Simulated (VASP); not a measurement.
A run of VASP 6.6.1:

File INCAR:

```
SYSTEM = TaRu2
PREC     = Accurate       ! precision mode
ENCUT    = 600            ! plane-wave cutoff, eV
EDIFF    = 1E-6           ! SCF threshold, eV
ISMEAR   = 0              ! smearing method
SIGMA    = 0.1            ! smearing width, eV
LREAL    = .FALSE.        ! projectors in reciprocal space
LASPH    = .TRUE.         ! aspherical terms in the spheres
NELM     = 60             ! most SCF steps
ALGO     = Normal         ! electronic algorithm
ISIF     = 3              ! what is computed and relaxed
LWAVE    = .FALSE.        ! write WAVECAR
LCHARG   = .FALSE.        ! write CHGCAR
GGA      = PE             ! functional
IBRION   = 2              ! ionic algorithm
NSW      = 90             ! ionic steps
EDIFFG   = -0.04          ! ionic threshold
```

KPOINTS

```
Automatic mesh
0
G
  6 6 6
  0 0 0
```

The input POSCAR:

```
TaRu2
1.0
    3.8460047600      0.0000000000      0.0000000000
   -1.9230023800      3.3307378300      0.0000000000
    0.0000000000      0.0000000000      3.5606083900
Ta Ru
1 2
Direct
    0.0000000000      0.0000000000      0.5000000000
    0.3333333300      0.6666666700      0.5000000000
    0.6666666700      0.3333333300      0.5000000000
```

Potentials or basis: VASP PAW PBE potentials, release 64 (Ta_pv, Ru_pv).

Launch:

```console
$ cat potpaw_PBE.64/Ta_pv/POTCAR potpaw_PBE.64/Ru_pv/POTCAR > POTCAR
$ mpirun -np 1 vasp_std > vasp.out
```

Hardware: 1 thread of Intel(R) Xeon(R) 6975P-C (Granite Rapids), on a shared host.

**Question.** How long does it take, and how much memory?

**Answer.** Wall time 6.2 min on 1 thread of Intel(R) Xeon(R) 6975P-C (Granite Rapids) (shared host), peak memory 0.2 GiB. Counts: scf iterations 280, k points 28, ion steps 20.
